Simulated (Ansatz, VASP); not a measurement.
# SiNi2 in VASP and in Ansatz

The input INCAR:

```
PREC = Accurate
ENCUT = 520
EDIFF = 1E-6
ISMEAR = 0
SIGMA = 0.15
LREAL = False
LASPH = True
NELM = 60
ALGO = Fast
ISIF = 2
LWAVE = False
LCHARG = True
GGA = PS
LELF = True
LVHAR = True
NBANDS = 33
```

Contents of KPOINTS:

```
Automatic mesh
0
Gamma
  18 18 12
```

File POSCAR:

```
SiNi2
1.0
    3.8684636537      0.0000000000      0.0000000000
   -1.9342318269      3.3501877978      0.0000000000
    0.0000000000      0.0000000000      4.9169852589
Si Ni
2 4
Direct
    0.3333333333      0.6666666667      0.7500000000
    0.6666666667      0.3333333333      0.2500000000
    0.0000000000      0.0000000000      0.0000000000
    0.0000000000      0.0000000000      0.5000000000
    0.3333333333      0.6666666667      0.2500000000
    0.6666666667      0.3333333333      0.7500000000
```

Input for Ansatz:

```yaml
crystal:
  lattice:
    - [3.8684636537, 0.0, 0.0]
    - [-1.9342318269, 3.3501877978, 0.0]
    - [0.0, 0.0, 4.9169852589]
  atoms:
    - { symbol: Si, position: [0.3333333333, 0.6666666667, 0.75] }
    - { symbol: Si, position: [0.6666666667, 0.3333333333, 0.25] }
    - { symbol: Ni, position: [0.0, 0.0, 0.0] }
    - { symbol: Ni, position: [0.0, 0.0, 0.5] }
    - { symbol: Ni, position: [0.3333333333, 0.6666666667, 0.25] }
    - { symbol: Ni, position: [0.6666666667, 0.3333333333, 0.75] }
basis:
  ecutwfc: 420
kpoints:
  mp_grid: { grid: [18, 18, 12] }
hamiltonian:
  xc: pbesol
scf:
  occupations: { method: gaussian, width: 0.15 }
output:
  forces: true
  stress: true
  eigenvalues: true
```

Alike in both runs: task single point; functional PBEsol; k mesh 18 × 18 × 12; occupations gaussian, width 0.15 eV; no spin polarisation.

|  | VASP | Ansatz |
| --- | --- | --- |
| version | VASP 6.6.1 | Ansatz 0.2.0 |
| potentials or method | VASP PAW PBE potentials, release 64 (Si, Ni), cutoff 520 eV | scalar-relativistic, plane waves, PAW |
| valence electrons in the cell | 48 | 80 |

|  | VASP | Ansatz | Ansatz less VASP |
| --- | --- | --- | --- |
| gap on the k mesh at the Fermi level (eV) | none | none | - |
| pressure (GPa) | 0.3 | 0.0 | -0.30 |
| traceless stress, the component that is largest in VASP (GPa) | -0.18 | -0.02 | +0.162 |

VASP's potentials were made for PBE, not for PBEsol. A gap of «none» marks a metal or a gap that the smearing closes. The functional is the same, so the differences come from potentials, cutoffs and numerics. VASP's potentials hold 48 valence electrons a cell and Ansatz's 80, so a difference there can come from the potentials and not from the codes.
